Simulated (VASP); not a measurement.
Sc: single point with revPBE

The system is Sc.

```xyz
2
Lattice="-2.8185 2.8184 1.5463 2.8184 -2.8185 1.5463 2.8185 2.8185 -1.5465" Properties=species:S:1:pos:R:3 pbc="T T T"
Sc   -2.8185    2.8184    1.5463
Sc    0.0000    2.8184    0.7730
```

- Program: VASP 6.6.1
- Task: single point
- Functional: revPBE
- Potentials or basis: VASP PAW PBE potentials, release 64 (Sc_sv)
- Cutoff: 520 eV
- k mesh: 13 × 13 × 9
- Occupations: fermi-dirac, width 0.1 eV
- Spin: no spin polarisation
- Dipole correction: no
- Further INCAR settings: ALGO = Normal; EDIFF = 1e-06; NBANDS = 18

* Pressure: 1.9 GPa
* Band gap on the k mesh: zero (bands 11 and 12 overlap by 0.85 eV)

Stress tensor (GPa, compression positive):
```
1.73 0.00 0.00
0.00 1.73 0.00
0.00 0.00 2.22
```

Levels at points of the mesh, in eV from the Fermi level:
| k point | band 8 | band 9 | band 10 | band 11 | band 12 | band 13 | band 14 | band 15 |
| --- | --- | --- | --- | --- | --- | --- | --- | --- |
| (0.00, 0.00, 0.00) | -28.02 | -5.06 | -1.63 | -0.08 | 0.07 | 0.79 | 2.74 | 2.74 |

It took 3.8 min on 1 thread of AMD EPYC 7R13 Processor (Zen 3), with other jobs on the host, peak memory 0.38 GiB.

Caveat: the PAW data sets were made with another functional, which shifts forces and pressure a little.
